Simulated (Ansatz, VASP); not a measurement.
**Two plane-wave programs on SnSe5**

```xyz
6
Lattice="6.1755 0.0000 0.0000 -3.0878 5.3482 0.0000 0.0000 0.0000 4.3916" Properties=species:S:1:pos:R:3 pbc="T T T"
Sn    0.0000    0.0000    0.0000
Se    0.0000    3.5654    0.0000
Se    3.0878    1.7827    0.0000
Se    3.0878    0.0000    2.1958
Se    1.5439    2.6741    2.1958
Se   -1.5439    2.6741    2.1958
```

Change from the starting cell: species swapped into the LaCo5 type (P6/mmm, No. 191).

Alike in both runs: functional PBE; k mesh 3 × 3 × 4; occupations gaussian, width 0.1 eV; no spin polarisation.

Ansatz relaxed the structure, and its values are those at the end. VASP's run is a single point on that final structure, the one shown.

```csv
,VASP,Ansatz
version,VASP 6.6.1,Ansatz 0.2.0
potentials or method,"VASP PAW PBE potentials, release 64 (Sn_d, Se), cutoff 520 eV","scalar-relativistic, plane waves, PAW"
valence electrons in the cell,44,94
```

```csv
,VASP,Ansatz,Ansatz less VASP
gap on the k mesh at the Fermi level (eV),none,none,-
pressure (GPa),0.0,0.0,0.00
```

A gap of «none» marks a metal or a gap that the smearing closes. With one functional, cell and mesh, what is left measures potentials, basis and numerics. VASP's potentials hold 44 valence electrons a cell and Ansatz's 94, so a difference there can come from the potentials and not from the codes.

The k mesh is coarse, so the values compare programs but aren't converged.
